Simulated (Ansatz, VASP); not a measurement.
SnSe: VASP beside Ansatz

```
Sn Se
1.0
     0.00000    3.01000    2.97990
     3.01000    0.00000    2.97990
     3.01000    3.01000    0.00000
Sn Se
1 1
Direct
  0.00000 0.00000 0.00000
  0.50000 0.50000 0.50000
```

Change from the starting cell: zz strain of -1 %.

Alike in both runs: task single point; functional PBE; k mesh 9 × 9 × 9; occupations fermi-dirac, width 0.02 eV; no spin polarisation.

|  | VASP | Ansatz |
| --- | --- | --- |
| version | VASP 6.6.1 | Ansatz 0.2.0 |
| potentials or method | VASP PAW PBE potentials, release 64 (Sn_d, Se), cutoff 520 eV | all-electron LAPW, scalar-relativistic |

```csv
,VASP,Ansatz,Ansatz less VASP
pressure (GPa),1.6,1.6,+0.01
"traceless stress, the component that is largest in VASP (GPa)",0.87,0.87,-0.003
```

Ansatz ran all-electron here, and VASP with PAW potentials.
